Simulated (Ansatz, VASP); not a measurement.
# Two plane-wave programs on P

```
P
1.0
    -1.70268    2.46818    1.77889
     1.70268   -2.46818    1.77889
     1.70268    2.46818   -1.77889
P
2
Direct
  0.78711 0.03711 0.75000
  0.21289 0.96289 0.25000
```

Alike in both runs: functional PBEsol; k mesh 16 × 16 × 16; occupations gaussian, width 0.1 eV; no spin polarisation.

Ansatz relaxed the structure, and its values are those at the end. VASP's run is a single point on that final structure, the one shown.

|  | VASP | Ansatz |
| --- | --- | --- |
| version | VASP 6.6.1 | Ansatz 0.2.0 |
| potentials or method | VASP PAW PBE potentials, release 64 (P), cutoff 520 eV | scalar-relativistic, plane waves, PAW |
| valence electrons in the cell | 10 | 10 |

Ansatz gave:

| Item | Value |
| --- | --- |
| gap on the k mesh at the Fermi level (eV) | none |
| pressure (GPa) | 0.0 |
| rms of the force components (eV/Å) | 0.002 |

Question: Which values does VASP return?

Answer: gap on the k mesh at the Fermi level (eV): none; pressure (GPa): 0.1; rms of the force components (eV/Å): 0.017.

VASP's potentials were made for PBE, not for PBEsol. A gap of «none» marks a metal or a gap that the smearing closes.
